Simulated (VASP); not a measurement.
Os, 1 atom in the cell. It takes space group Im-3m (No. 229, cubic). Conventional cell: a = 3.040 Å, b = 3.040 Å, c = 3.040 Å, α = 90.00°, β = 90.00°, γ = 90.00°. Os (site symmetry m-3m) has 14 Os at 2.63 to 3.04 Å within 3.5 Å. This isn't the form of Os at room conditions, which is hcp.

- Program: VASP 6.6.1
- Task: relaxation of cell and atoms
- Functional: PBE
- Potentials or basis: VASP PAW PBE potentials, release 64 (Os)
- Cutoff: 600 eV
- k mesh: 10 × 10 × 10
- Occupations: fermi-dirac, width 0.05 eV
- Spin: no spin polarisation
- Dipole correction: no
- Further INCAR settings: ALGO = Normal; EDIFF = 1e-07; IBRION = 2; EDIFFG = -0.01; NSW = 80; ISIF = 3

Potentials or basis: VASP PAW PBE potentials, release 64 (Os).

The run is started by

```sh
$ cat potpaw_PBE.64/Os/POTCAR > POTCAR
$ mpirun -np 1 vasp_std > vasp.out
```

Hardware: 1 thread of Intel(R) Xeon(R) Platinum 8488C (Sapphire Rapids), on a shared host.

Q: How long does it take, and how much memory?

A: Wall time 33 s on 1 thread of Intel(R) Xeon(R) Platinum 8488C (Sapphire Rapids), on a shared host, peak memory 0.15 GiB. Counts: scf iterations 81, k points 47, ion steps 15.
